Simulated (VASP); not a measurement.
HfO2: single point with PBE

HfO2:

```
Hf O
1.0
     0.00000    2.57444    2.57444
     2.57444    0.00000    2.57444
     2.57444    2.57444    0.00000
Hf O
1 2
Direct
  0.00000 0.00000 0.00000
  0.75000 0.75000 0.75000
  0.25000 0.25000 0.25000
```

```yaml
Program: VASP 6.6.1
Task: single point
Functional: PBE
Potentials_or_basis: VASP PAW PBE potentials, release 64 (Hf_pv, O)
Cutoff: 520 eV
k_mesh: 9 × 9 × 9
Occupations: fermi-dirac, width 0.05 eV
Spin: no spin polarisation
Dipole_correction: no
Further_INCAR_settings: ALGO = Normal; EDIFF = 1e-06; NBANDS = 18
```

```json
{"Pressure": "-10.3 GPa", "Band gap on the k mesh": "3.78 eV, indirect (least direct gap 3.89 eV)"}
```

Levels at points of the mesh, in eV from the valence-band top:
```csv
k point,band 7,band 8,band 9,band 10,band 11,band 12,band 13,band 14,band 15,band 16
"(0.00, 0.00, 0.00)",-5.02,-5.02,-0.54,-0.54,-0.54,3.81,3.81,5.52,9.90,9.90
```

It took 22 s on 1 thread of AMD EPYC 7R13 Processor (Zen 3), with other jobs on the host, peak memory 0.14 GiB.

Caveat: spin-orbit coupling is left out, which moves the levels of the heavy elements. A k mesh can miss the band edges.
